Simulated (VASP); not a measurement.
Set up this calculation in VASP 6.6.1, as the native input.

```yaml
Task: relaxation of cell and atoms
Functional: PBEsol
Potentials_or_basis: VASP PAW PBE potentials, release 64 (Sr_sv, Mg, O)
Cutoff: 600 eV
k_mesh: 8 × 8 × 4
Occupations: gaussian, width 0.05 eV
Spin: no spin polarisation
Dipole_correction: no
Further_INCAR_settings: ALGO = Normal; EDIFF = 1e-06; IBRION = 2; EDIFFG = -0.008; NSW = 100; ISIF = 3
```

The structure of SrMg3O4 lies in POSCAR:

```
SrMg3O4
1.0
    3.2586270012      0.0000000000      0.0000000000
    0.0000000000      3.2586270012      0.0000000000
    0.0000000000      0.0000000000      8.8752272716
Sr Mg O
1 3 4
Direct
    0.0000000000      0.0000000000     -0.0000498544
    0.5000000000      0.5000000000      0.7240575568
    0.0000000000      0.0000000000      0.4974558204
    0.5000000000      0.5000000000      0.2676644528
    0.0000000000      0.0000000000      0.2746431168
    0.5000000000      0.5000000000      0.0169009756
    0.0000000000      0.0000000000      0.7254993964
    0.5000000000      0.5000000000      0.4996701235
```

One way to write it, as run:

INCAR

```
SYSTEM = SrMg3O4
PREC     = Accurate       ! precision mode
ENCUT    = 600            ! plane-wave cutoff, eV
EDIFF    = 1E-6           ! SCF threshold, eV
ISMEAR   = 0              ! smearing method
SIGMA    = 0.05           ! smearing width, eV
LREAL    = .False.        ! projectors in reciprocal space
LASPH    = .True.         ! aspherical terms in the spheres
NELM     = 100            ! most SCF steps
ALGO     = Normal         ! electronic algorithm
ISIF     = 3              ! what is computed and relaxed
LWAVE    = .False.        ! write WAVECAR
LCHARG   = .False.        ! write CHGCAR
GGA      = PS             ! functional
IBRION   = 2              ! ionic algorithm
NSW      = 100            ! ionic steps
EDIFFG   = -0.008         ! ionic threshold
```

KPOINTS

```
regular mesh
0
Gamma
  8 8 4
  0 0 0
```

Potentials or basis: VASP PAW PBE potentials, release 64 (Sr_sv, Mg, O).

Run with:

```console
$ cat potpaw_PBE.64/Sr_sv/POTCAR potpaw_PBE.64/Mg/POTCAR potpaw_PBE.64/O/POTCAR > POTCAR
$ mpirun -np 1 vasp_std > vasp.out
```

Results of the run:

```json
{"Relaxed volume": "11.81 Å³/atom", "Relaxed cell": "a = 3.157 Å, b = 3.157 Å, c = 9.481 Å, α = 90.00°, β = 90.00°, γ = 90.00°", "Space group after relaxing (to 0.1 Å)": "P4mm (No. 99)", "Energy gained by relaxing": "14.3 meV/atom", "Ionic steps": "26", "Pressure after relaxing": "0.0 GPa", "Largest force after relaxing": "0.007 eV/Å", "Band gap on the k mesh": "1.77 eV (least direct gap 1.78 eV)"}
```

Caveat: the PAW data sets were made with another functional, which shifts forces and pressure a little.

Wall time 24 min on 1 thread of Intel(R) Xeon(R) Platinum 8488C (Sapphire Rapids), on a shared host, peak memory 0.32 GiB.
